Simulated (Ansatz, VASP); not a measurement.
Zr3Sb4: VASP beside Ansatz

```
Zr Sb
1.0
     6.29021    0.00000    0.00000
     0.00000    6.29021    0.00000
     0.00000    0.00000    6.29021
Zr Sb
3 4
Direct
  0.00000 0.00000 0.50000
  0.50000 0.00000 0.00000
  0.00000 0.50000 0.00000
  0.27444 0.72556 0.27444
  0.72556 0.27444 0.27444
  0.27444 0.27444 0.72556
  0.72556 0.72556 0.72556
```

Change from the starting cell: species swapped into the Sn3As4 type (P-43m, No. 215).

Alike in both runs: functional PBE; k mesh 4 × 4 × 4; occupations gaussian, width 0.1 eV; no spin polarisation.

Ansatz relaxed the structure, and its values are those at the end. VASP's run is a single point on that final structure, the one shown.

```csv
,VASP,Ansatz
version,VASP 6.6.1,Ansatz 0.2.0
potentials or method,"VASP PAW PBE potentials, release 64 (Zr_sv, Sb), cutoff 520 eV","scalar-relativistic, plane waves, PAW"
valence electrons in the cell,56,96
```

Ansatz gave:

| Item | Value |
| --- | --- |
| gap on the k mesh at the Fermi level (eV) | 0.71 |
| least direct gap on the mesh (eV) | 0.78 |
| pressure (GPa) | 0.0 |
| rms of the force components (eV/Å) | 0.000 |

Task: What did VASP give for the same quantities?

Result: gap on the k mesh at the Fermi level (eV): 0.70; least direct gap on the mesh (eV): 0.77; pressure (GPa): 0.0; rms of the force components (eV/Å): 0.006.

The functional is the same, so the differences come from potentials, cutoffs and numerics. VASP's potentials hold 56 valence electrons a cell and Ansatz's 96, so a difference there can come from the potentials and not from the codes.

Spin-orbit coupling is off throughout.
